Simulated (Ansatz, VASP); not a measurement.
Given: the input of a run of VASP 6.6.1 on WS2.

Contents of INCAR:

```
PREC = Accurate ; ENCUT = 520
EDIFF = 1E-6 ; ISMEAR = -1
SIGMA = 0.05 ; LREAL = False
LASPH = True ; NELM = 100
ALGO = Normal ; ISIF = 2
LWAVE = False ; LCHARG = False
NBANDS = 20
```

Contents of KPOINTS:

```
regular mesh
0
Gamma
  10 10 10
```

POSCAR

```
WS2
1.0
    1.6099686466      0.9295158316      6.2842136955
   -1.6099686466      0.9295158316      6.2842136955
    0.0000000000     -1.8590316630      6.2842136955
W S
1 2
Direct
    0.0000000000      0.0000000000      0.0000000000
    0.5810000000      0.5810000000      0.5810000000
    0.7503000000      0.7503000000      0.7503000000
```

Potentials or basis: VASP PAW LDA potentials, release 64 (W_sv, S).

Run with:

```console
$ cat potpaw_LDA.64/W_sv/POTCAR potpaw_LDA.64/S/POTCAR > POTCAR
$ mpirun -np 1 vasp_std > vasp.out
```

Translate it to Ansatz 0.2.0. Potentials there: Ansatz PAW.

As run (the cutoff follows the program's own potentials):

input.yaml

```yaml
crystal:
  lattice:
    - [1.6099686466, 0.9295158316, 6.2842136955]
    - [-1.6099686466, 0.9295158316, 6.2842136955]
    - [0.0, -1.859031663, 6.2842136955]
  atoms:
    - { symbol: W, position: [0.0, 0.0, 0.0] }
    - { symbol: S, position: [0.581, 0.581, 0.581] }
    - { symbol: S, position: [0.7503, 0.7503, 0.7503] }
hamiltonian:
  xc: lda
  pseudopotentials: { kind: paw }
kpoints:
  mp_grid: { grid: [10, 10, 10] }
scf:
  occupations: { method: fermi_dirac, width: 0.05 }
output:
  forces: true
  stress: true
  eigenvalues: true
```

Potentials or basis: Ansatz PAW.

Launch:

```sh
$ ansatz run input.yaml --threads 1 --pin off --max-ram 3584MiB --backend cpu --events-out ev --progress --plain --runs-dir out
```

Both were run:

|  | VASP | Ansatz | Ansatz less VASP |
| --- | --- | --- | --- |
| gap on the k mesh at the Fermi level (eV) | 1.04 | 1.04 | -0.008 |
| least direct gap on the mesh (eV) | 2.06 | 2.05 | -0.008 |
| pressure (GPa) | -11.6 | -11.9 | -0.31 |
| traceless stress, the component that is largest in VASP (GPa) | -0.21 | -0.24 | -0.025 |
| rms of the force components (eV/Å) | 0.586 | 0.604 | +0.0175 |

LDA's correlation is that of Perdew and Zunger in VASP and of Perdew and Wang (1992) in Ansatz. Atom by atom the forces differ by 0.019 eV/Å (rms over components).

Neither program's run includes spin-orbit coupling.
